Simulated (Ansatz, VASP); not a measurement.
# Two plane-wave programs on Ga4As3P

```
Ga P As
1.0
     5.68427    0.00000    0.00000
     0.00000    5.68427    0.00000
    -2.84214   -2.84214    5.68245
Ga P As
4 1 3
Direct
  0.12071 0.12071 0.75460
  0.63389 0.63389 0.75460
  0.87929 0.36611 0.24540
  0.36611 0.87929 0.24540
  0.00000 0.00000 0.00000
  0.75000 0.25000 0.50000
  0.25000 0.75000 0.50000
  0.50000 0.50000 0.00000
```

Alike in both runs: task single point; functional PBE; k mesh 4 × 4 × 4; occupations gaussian, width 0.1 eV; no spin polarisation.

|  | VASP | Ansatz |
| --- | --- | --- |
| version | VASP 6.6.1 | Ansatz 0.2.0 |
| potentials or method | VASP PAW PBE potentials, release 64 (Ga_d, P, As), cutoff 520 eV | scalar-relativistic, plane waves, PAW |
| valence electrons in the cell | 72 | 102 |

VASP gave:

| Item | Value |
| --- | --- |
| gap on the k mesh at the Fermi level (eV) | 0.50 |
| least direct gap on the mesh (eV) | 0.50 |
| pressure (GPa) | 0.1 |
| rms of the force components (eV/Å) | 0.004 |

What did Ansatz give for the same quantities?

gap on the k mesh at the Fermi level (eV): 0.50; least direct gap on the mesh (eV): 0.50; pressure (GPa): -0.1; rms of the force components (eV/Å): 0.001.

Atom by atom the forces differ by 0.005 eV/Å (rms over components). With one functional, cell and mesh, what is left measures potentials, basis and numerics. VASP's potentials hold 72 valence electrons a cell and Ansatz's 102, so a difference there can come from the potentials and not from the codes.
